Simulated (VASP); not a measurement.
# C (Fmmm) in VASP: notebook, part 2 of 2

VASP 6.6.1. Earlier steps stand in the parts before.

## (4) Single point, PBE+D3(BJ) (atoms shifted along a free coordinate)

Input file INCAR:

```
SYSTEM = C
PREC = Accurate
ENCUT = 520
EDIFF = 1E-6
ISMEAR = 0
SIGMA = 0.03
LREAL = .FALSE.
LASPH = .TRUE.
NELM = 80
ALGO = Normal
ISIF = 2
LWAVE = .FALSE.
LCHARG = .FALSE.
GGA = PE
IVDW = 12
NBANDS = 11
```

Input file KPOINTS:

```
Automatic mesh
0
G
  16 16 16
  0 0 0
```

Input file POSCAR:

```
C
1.0
    0.0000000000      2.1482183678      3.4203586967
    1.2409363575      0.0000000000      3.4203586967
    1.2409363575      2.1482183678      0.0000000000
C
2
Direct
    0.1315530015      0.8684469985      0.1315530015
    0.8684469985      0.1315530015      0.8684469985
```

Potentials or basis: VASP PAW PBE potentials, release 64 (C).

Command:

```bash
cat potpaw_PBE.64/C/POTCAR > POTCAR
mpirun -np 1 vasp_std > vasp.out
```

OUTCAR:

```text
SYSTEM = C
   PREC = Accurate
   ENCUT = 520
   EDIFF = 1E-6
   ISMEAR = 0
   LREAL = .FALSE.
   LASPH = .TRUE.
   NELM = 80
   ISIF = 2
   GGA = PE
   IVDW = 12
 IVDW          = 12

 ion  position               nearest neighbor table
   1  0.132  0.868  0.132-   2 1.13   2 1.60   2 1.60
   2  0.868  0.132  0.868-   1 1.13   1 1.60   1 1.60

  LATTYP: Found a face centered orthorhombic cell.
 ALAT       =     2.4818727150
 B/A-ratio  =     1.7311269469
 C/A-ratio  =     2.7562724519

  Lattice vectors:

 A1 = (   0.0000000000,   2.1482183678,   3.4203586967)
 A2 = (   1.2409363575,   0.0000000000,   3.4203586967)
 A3 = (   1.2409363575,   2.1482183678,   0.0000000000)

Analysis of symmetry for initial positions (statically):
=====================================================================
 Subroutine PRICEL returns:
 Original cell was already a primitive cell.

 Routine SETGRP: Setting up the symmetry group for a
 face centered orthorhombic supercell.

 Subroutine GETGRP returns: Found  8 space group operations
 (whereof  8 operations were pure point group operations)
 out of a pool of  8 trial point group operations.

The static configuration has the point symmetry D_2h.

Analysis of symmetry for dynamics (positions and initial velocities):
=====================================================================
 Subroutine PRICEL returns:
 Original cell was already a primitive cell.

 Routine SETGRP: Setting up the symmetry group for a
 face centered orthorhombic supercell.

 Subroutine GETGRP returns: Found  8 space group operations
 (whereof  8 operations were pure point group operations)
 out of a pool of  8 trial point group operations.

The dynamic configuration has the point symmetry D_2h.

 Subroutine INISYM returns: Found  8 space group operations
 (whereof  8 operations are pure point group operations),
 and found     1 'primitive' translations

----------------------------------------------------------------------------------------

[... 120 lines left out ...]
   IVDW    =    12    specifies the selected vdW correction
   LEPSILON=     F    determine dielectric tensor
   LRPA    =     F    only Hartree local field effects (RPA)
 non-spin polarized calculation
 Gauss-broadening in eV      SIGMA  =   0.03
  energy-cutoff  :      520.00
  volume of cell :       18.24
 maximum number of plane-waves:       508
   NGX = 15   NGY = 13   NGZ =  9

 number of electron       8.0000000 magnetization

 Free energy of the ion-electron system (eV)
  ---------------------------------------------------
  ext. energy  EPLUGINS =         0.00000000
  ---------------------------------------------------
  free energy    TOTEN  =       -15.39164670 eV

  energy without entropy =      -15.39163004  energy(sigma->0) =      -15.39163837

 E-fermi :   4.9150     XC(G=0): -10.0514

 val. band max:        4.8827088869   @ k =  -0.0625   0.5000   0.4375
 cond. band min:       4.9272404039   @ k =  -0.1250   0.4375   0.4375
 fundamental gap:      0.0445315170
 Fermi energy:         4.9150237115

 k-point     1 :       0.0000    0.0000    0.0000
  band No.  band energies     occupation
      1     -15.2824      2.00000
      2      -2.5383      2.00000
      3      -2.2216      2.00000
      4       6.1035      0.00000
      5       7.0413      0.00000
      6       8.6613      0.00000
      7      14.1952      0.00000
      8      16.4961      0.00000
      9      20.1349      0.00000
     10      26.3358      0.00000
     11      26.7638      0.00000
[... 309 lines left out ...]
 k-point    24 :      -0.0625    0.0625   -0.0000
  band No.  band energies     occupation
      1     -14.9347      2.00000
      2      -2.7472      2.00000
      3      -2.1707      2.00000
      4       3.7364      2.00000
      5       7.9350      0.00000
      6       9.1860      0.00000
      7      15.3355      0.00000
      8      15.6670      0.00000
      9      20.6017      0.00000
     10      24.9610      0.00000
     11      27.8909      0.00000

 [... further k-points ...]

------------------------ aborting loop because EDIFF is reached ----------------------------------------

 Edisp (eV)   -0.30762

 E8    (eV) :    -0.0870

  FORCE on cell =-STRESS in cart. coord.  units (eV):
  Direction    XX          YY          ZZ          XY          YZ          ZX
  --------------------------------------------------------------------------------------
  -------------------------------------------------------------------------------------
  Total      -0.14564    16.65180    -0.17504     0.00000     0.00000     0.00000
  in kB     -12.79536  1462.99255   -15.37871     0.00000     0.00000     0.00000
  external pressure =      478.27 kB  Pullay stress =        0.00 kB

 VOLUME and BASIS-vectors are now :
 -----------------------------------------------------------------------------
  energy-cutoff  :      520.00
  volume of cell :       18.24
      direct lattice vectors                 reciprocal lattice vectors
     0.000000000  2.148218368  3.420358697    -0.402921550  0.232751012  0.146183498
     1.240936358  0.000000000  3.420358697     0.402921550 -0.232751012  0.146183498
     1.240936358  2.148218368  0.000000000     0.402921550  0.232751012 -0.146183498

 POSITION                                       TOTAL-FORCE (eV/Angst)
 -----------------------------------------------------------------------------------
      1.24094      0.56521      3.42036         0.000000     24.607515      0.000000
      1.24094      3.73123      3.42036         0.000000    -24.607515      0.000000
 -----------------------------------------------------------------------------------
    total drift:                               -0.000000     -0.000000      0.000000

  FREE ENERGIE OF THE ION-ELECTRON SYSTEM (eV)
  ---------------------------------------------------
  free  energy   TOTEN  =       -15.6992676351 eV

  energy  without entropy=      -15.6992509755  energy(sigma->0) =      -15.69925931
```

stdout:

```text
POSCAR found type information on POSCAR C
 POSCAR found :  1 types and       2 ions
 scaLAPACK will be used
 LDA part: xc-table for (Slater+PW92), standard interpolation
 POSCAR, INCAR and KPOINTS ok, starting setup
 FFT: planning ... GRIDC
 FFT: planning ... GRID_SOFT
 FFT: planning ... GRID
 WAVECAR not read
 entering main loop
```

It took 74 s on 1 thread of Intel Xeon 6975P-C (Granite Rapids), shared host; peak memory 0.22 GiB.

What came out:

```
Free energy                : -15.6993 eV
Pressure                   : 47.8 GPa
Largest force              : 24.608 eV/Å
Band gap on the k mesh     : zero (bands 4 and 5 overlap by 2.38 eV)
Dispersion energy per atom : -0.154 eV
```

Forces in eV/Å, atoms in the order of the input:
```
C     0.000  24.608   0.000
C     0.000 -24.608   0.000
```

Caveat: the cell differs from its parent crystal (atoms shifted along a free coordinate); the cell stands under pressure; forces of over 1 eV/Å act on the atoms, so gaps and moduli don't describe the material at rest.

## (5) Single point, PBE+D3(BJ) (atoms shifted along a free coordinate)

Input file INCAR:

```
ALGO = Normal
EDIFF = 1E-6
ENCUT = 520
GGA = PE
ISIF = 2
ISMEAR = 0
IVDW = 12
LASPH = T
LCHARG = F
LREAL = F
LWAVE = F
NBANDS = 11
NELM = 60
PREC = Accurate
SIGMA = 0.03
```

Input file KPOINTS:

```
k-points
0
Gamma
  16 16 16
```

Input file POSCAR:

```
C
1.0
    0.0000000000      2.1482183678      3.4203586967
    1.2409363575      0.0000000000      3.4203586967
    1.2409363575      2.1482183678      0.0000000000
C
2
Direct
    0.1666966007      0.8333033993      0.1666966007
    0.8333033993      0.1666966007      0.8333033993
```

Command:

```bash
cat potpaw_PBE.64/C/POTCAR > POTCAR
mpirun -np 1 vasp_std > vasp.out
```

Wall time 71 s (1 thread of Intel Xeon 6975P-C (Granite Rapids), shared host); peak memory 0.22 GiB.

The run converged. Its results:

| Item | Value |
| --- | --- |
| Free energy | -18.7277 eV |
| Pressure | -5.1 GPa |
| Largest force | 0.021 eV/Å |
| Dispersion energy per atom | -0.152 eV |

Forces on the atoms (eV/Å):
```
C    0.000 -0.021  0.000
C    0.000  0.021  0.000
```

Stress tensor (GPa, compression positive):
```
-7.46  0.00  0.00
 0.00 -7.68  0.00
 0.00  0.00 -0.15
```

Caveat: the cell differs from its parent crystal (atoms shifted along a free coordinate); the cell stands under tension.

## (6) Summary

| cell | gap on the mesh (eV) | pressure (GPa) | largest force (eV/Å) |
| --- | --- | --- | --- |
| as given, atomic positions A | none | 6.2 | 9.11 |
| as given, atomic positions B | - | 2.8 | 6.30 |
| as given, atomic positions C | none | 47.8 | 24.61 |
| as given, atomic positions D | - | -5.1 | 0.02 |

Alike in all rows: task single point; level PBE+D3(BJ); potentials or basis VASP PAW PBE potentials, release 64 (C); no spin polarisation; k mesh 16 × 16 × 16; cutoff (eV) 520; smearing gaussian 0.03 eV.

Caveats: forces of over 1 eV/Å act on the atoms, so gaps and moduli don't describe the material at rest (at least some runs); the cell stands under pressure (at least some runs); the cell stands under tension (at least some runs).

Absolute energies hang on the potentials; compare differences alone.
